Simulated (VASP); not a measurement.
Set up this calculation in VASP 6.6.1, as the native input.

- Task: relaxation of cell and atoms
- Functional: RPBE
- Potentials or basis: VASP PAW PBE potentials, release 64 (Mn_pv)
- Cutoff: 600 eV
- k mesh: 14 × 14 × 4
- Occupations: fermi-dirac, width 0.05 eV
- Spin: collinear spin, antiferromagnetic start
- Starting moments: [3.0, 3.0, -3.0, -3.0] μB
- Dipole correction: no
- Further INCAR settings: ALGO = Normal; EDIFF = 1e-06; IBRION = 2; EDIFFG = -0.01; NSW = 80; ISIF = 3

The structure of Mn lies in POSCAR:

```
Mn
1.0
    2.5517868831      0.0000000000      0.0000000000
   -1.2758934415      2.2099122658      0.0000000000
    0.0000000000      0.0000000000      8.3341359602
Mn
4
Direct
    0.0000000000      0.0000000000      0.0000000000
    0.0000000000      0.0000000000      0.5000000000
    0.3333333333      0.6666666667      0.2500000000
    0.6666666667      0.3333333333      0.7500000000
```

This isn't the form of Mn at room conditions, which is a 58-atom cubic cell.

One way to write it, as run:

INCAR

```
SYSTEM = Mn
PREC     = Accurate       ! precision mode
ENCUT    = 600            ! plane-wave cutoff, eV
EDIFF    = 1E-6           ! SCF threshold, eV
ISMEAR   = -1             ! smearing method
SIGMA    = 0.05           ! smearing width, eV
LREAL    = .False.        ! projectors in reciprocal space
LASPH    = .True.         ! aspherical terms in the spheres
NELM     = 150            ! most SCF steps
ALGO     = Normal         ! electronic algorithm
ISIF     = 3              ! what is computed and relaxed
LWAVE    = .False.        ! write WAVECAR
LCHARG   = .False.        ! write CHGCAR
ISPIN    = 2              ! spin polarisation
MAGMOM   = 3 3 -3 -3      ! initial moments
LORBIT   = 11             ! projections on sites
LMAXMIX  = 4              ! l up to which the mixer works
GGA      = RP             ! functional
IBRION   = 2              ! ionic algorithm
NSW      = 80             ! ionic steps
EDIFFG   = -0.01          ! ionic threshold
```

KPOINTS

```
Automatic mesh
0
Gamma
  14 14 4
  0 0 0
```

Potentials or basis: VASP PAW PBE potentials, release 64 (Mn_pv).

Launch:

```bash
$ cat potpaw_PBE.64/Mn_pv/POTCAR > POTCAR
$ mpirun -np 1 vasp_std > vasp.out
```

Results of the run:

```json
{
  "Relaxed volume": "11.13 Å³/atom",
  "Relaxed cell": "a = 2.510 Å, b = 2.510 Å, c = 8.156 Å, α = 90.00°, β = 90.00°, γ = 120.00°",
  "Space group after relaxing (to 0.1 Å)": "P6_3/mmc (No. 194)",
  "Energy gained by relaxing": "14.7 meV/atom",
  "Ionic steps": "4",
  "Pressure after relaxing": "0.0 GPa",
  "Net moment": "0.22 μB per cell",
  "Site moments": "Mn +0.99, -0.89 (each value once) μB",
  "Valence electrons inside the program's atomic spheres": "Mn 11.91"
}
```

Caveat: the antiferromagnetic order is the one typed at the start, and another may lie lower; the PAW data sets were made with another functional, which shifts forces and pressure a little.

Wall time 19 min on 1 thread of Oxide Virtual Turin-like Processor, with other jobs on the host, peak memory 0.28 GiB.
